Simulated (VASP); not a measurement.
# Ge (Fd-3m) in VASP: further runs, part 2 of 2

VASP 6.6.1. The steps go on from the part before.

## (3) Relaxation of cell and atoms, LDA

This run uses another cell than the first one, of 22.64 Å³/atom.

The input, INCAR:

```
PREC = Accurate
ENCUT = 600
EDIFF = 1E-7
ISMEAR = 0
SIGMA = 0.05
LREAL = False
LASPH = True
NELM = 100
ALGO = Normal
ISIF = 3
LWAVE = False
LCHARG = False
IBRION = 2
NSW = 80
EDIFFG = -0.001
```

The input, KPOINTS:

```
regular mesh
0
Gamma
  12 12 12
```

The input, POSCAR:

```
Ge
1.0
    0.0000000000      2.8289100000      2.8289100000
    2.8289100000      0.0000000000      2.8289100000
    2.8289100000      2.8289100000      0.0000000000
Ge
2
Direct
    0.0000000000      0.0000000000      0.0000000000
    0.2500000000      0.2500000000      0.2500000000
```

Potentials or basis: VASP PAW LDA potentials, release 64 (Ge_d).

Run with:

```sh
$ cat potpaw_LDA.64/Ge_d/POTCAR > POTCAR
$ mpirun -np 1 vasp_std > vasp.out
```

OUTCAR:

```text
PREC = Accurate
   ENCUT = 600
   EDIFF = 1E-7
   ISMEAR = 0
   LREAL = False
   LASPH = True
   NELM = 100
   ISIF = 3
   IBRION = 2
   NSW = 80
   EDIFFG = -0.001

 ion  position               nearest neighbor table
   1  0.000  0.000  0.000-   2 2.45   2 2.45   2 2.45   2 2.45
   2  0.250  0.250  0.250-   1 2.45   1 2.45   1 2.45   1 2.45

  LATTYP: Found a face centered cubic cell.
 ALAT       =     5.6578200000

  Lattice vectors:

 A1 = (   0.0000000000,   2.8289100000,   2.8289100000)
 A2 = (   2.8289100000,   0.0000000000,   2.8289100000)
 A3 = (   2.8289100000,   2.8289100000,   0.0000000000)

Analysis of symmetry for initial positions (statically):
=====================================================================
 Subroutine PRICEL returns:
[... 361 lines left out ...]

  energy without entropy =      -10.39121778  energy(sigma->0) =      -10.39124494

 E-fermi :   4.9154     XC(G=0): -10.3681

 val. band max:        4.8998228487   @ k =   0.0000   0.0000   0.0000
 cond. band min:       5.0071241998   @ k =   0.5000   0.0000   0.0000
 fundamental gap:      0.1073013511
 Fermi energy:         4.9153533640

 k-point     1 :       0.0000    0.0000    0.0000
  band No.  band energies     occupation
      1     -20.0747      2.00000
      2     -20.0747      2.00000
      3     -20.0747      2.00000
      4     -20.0366      2.00000
      5     -20.0366      2.00000
      6     -19.8167      2.00000
[... 481 lines left out ...]
      5     -19.9721      2.00000
      6     -19.8766      2.00000
[... 10 lines left out ...]
     17       9.6095      0.00000
     18      12.4241      0.00000

 [... further k-points ...]

------------------------ aborting loop because EDIFF is reached ----------------------------------------

  FORCE on cell =-STRESS in cart. coord.  units (eV):
  Direction    XX          YY          ZZ          XY          YZ          ZX
  --------------------------------------------------------------------------------------
  -------------------------------------------------------------------------------------
  Total        0.0012591      0.0012591      0.0012591      0.0000000      0.0000000     -0.0000000
  in kB        0.0453109      0.0453109      0.0453109      0.0000000      0.0000000     -0.0000000
  external PRESSURE =       0.0453109 kB  Pullay stress =       0.0000000 kB
[... 17 lines left out ...]
  FREE ENERGIE OF THE ION-ELECTRON SYSTEM (eV)
  ---------------------------------------------------
  free  energy   TOTEN  =       -10.3912721059 eV

  energy  without entropy=      -10.3912177803  energy(sigma->0) =      -10.39124494

 reached required accuracy - stopping structural energy minimisation
```

OSZICAR:

```text
N       E                     dE             d eps       ncg     rms          rms(c)
DAV:   1     0.169392002647E+03    0.16939E+03   -0.16714E+04  2652   0.449E+03
DAV:   2     0.111193716893E+02   -0.15827E+03   -0.15556E+03  2624   0.560E+02
DAV:   3    -0.986697853396E+01   -0.20986E+02   -0.20843E+02  2806   0.153E+02
[... 43 lines left out ...]
DAV:   1    -0.103912888169E+02   -0.18006E-04   -0.23259E-04  3428   0.322E-01    0.239E-02
DAV:   2    -0.103912763171E+02    0.12500E-04   -0.17545E-05  3376   0.895E-02    0.118E-02
DAV:   3    -0.103912723890E+02    0.39282E-05   -0.65528E-06  3408   0.481E-02    0.292E-03
DAV:   4    -0.103912721138E+02    0.27514E-06   -0.78458E-07  2854   0.188E-02    0.587E-04
DAV:   5    -0.103912721059E+02    0.79372E-08   -0.59696E-08  1304   0.517E-03
   6 F= -.10391272E+02 E0= -.10391245E+02  d E =-.215855E-05
```

CONTCAR:

```text
Ge
   1.00000000000000
    -0.0000000000000000    2.8130473395679889    2.8130473395679889
     2.8130473395679889    0.0000000000000000    2.8130473395679889
     2.8130473395679889    2.8130473395679889    0.0000000000000000
  Ge
     2
Direct
     1.0000000000000000    0.0000000000000000    0.0000000000000000
     0.2500000000000000    0.2500000000000000    0.2500000000000000

  0.00000000E+00  0.00000000E+00  0.00000000E+00
  0.00000000E+00  0.00000000E+00  0.00000000E+00
```

Run time: 2.4 min. Hardware: 1 thread of Intel Xeon Platinum 8488C (Sapphire Rapids), shared host; peak memory 0.19 GiB.

What came out:

```yaml
Free_energy: -10.3913 eV
Relaxed_volume: 22.26 Å³/atom
Relaxed_cell: a = 3.978 Å, b = 3.978 Å, c = 3.978 Å, α = 60.00°, β = 60.00°, γ = 60.00°
Space_group_after_relaxing_to_0.1_Å: Fd-3m (No. 227)
Energy_gained_by_relaxing: 1.4 meV/atom
Ionic_steps: 6
Pressure_after_relaxing: 0.0 GPa
Band_gap_on_the_k_mesh: 0.01 eV
```

Step by step:
```csv
step,energy change (eV),largest force (eV/Å),pressure (GPa),volume (Å³)
1,0.0000,0.0000,-1.18,45.28
2,-0.0023,0.0000,0.51,44.20
3,-0.0028,0.0000,0.03,44.51
4,-0.0028,0.0000,-0.08,44.53
5,-0.0028,0.0000,-0.05,44.53
6,-0.0028,0.0000,0.00,44.52
```

Final structure:
```yaml
crystal:
  lattice:
    - [0.00000, 2.81305, 2.81305]
    - [2.81305, 0.00000, 2.81305]
    - [2.81305, 2.81305, 0.00000]
  atoms:
    - { symbol: Ge, position: [0.00000, 0.00000, 0.00000] }
    - { symbol: Ge, position: [0.25000, 0.25000, 0.25000] }
```

Levels at points of the mesh, in eV from the valence-band top:
| k point | band 11 | band 12 | band 13 | band 14 | band 15 | band 16 | band 17 | band 18 |
| --- | --- | --- | --- | --- | --- | --- | --- | --- |
| (0.00, 0.00, 0.00) | -12.93 | 0.00 | 0.00 | 0.00 | 0.01 | 2.53 | 2.53 | 2.53 |
| (0.50, 0.00, 0.00) | -10.80 | -7.71 | -1.43 | -1.43 | 0.12 | 3.73 | 3.73 | 6.98 |
| (0.50, 0.50, 0.00) | -8.99 | -8.99 | -3.13 | -3.13 | 0.65 | 0.65 | 9.55 | 9.55 |

A k mesh can miss the band edges. LDA usually gives volumes a few per cent too small.

## (4) Against experiment

Step 2. A measured gap of Ge is 0.744 eV (indirect; 0 K; “Temperature-dependent photoluminescence in Ge: experiment and theory”, 2020, arxiv:2003.00143); the calculated 0.03 eV misses it by -0.71 eV. 3 values of this kind are on record (0.666 to 0.807 eV); this one was drawn at random among those near their median. Spin-orbit coupling on Ge is left out. The value is that of LDA on a finite k mesh, which can miss the band edges, without temperature or zero-point motion. Semilocal functionals fall short of measured gaps as a rule.

The gap in the log of VASP goes by the Fermi energy; the results here count the filled bands.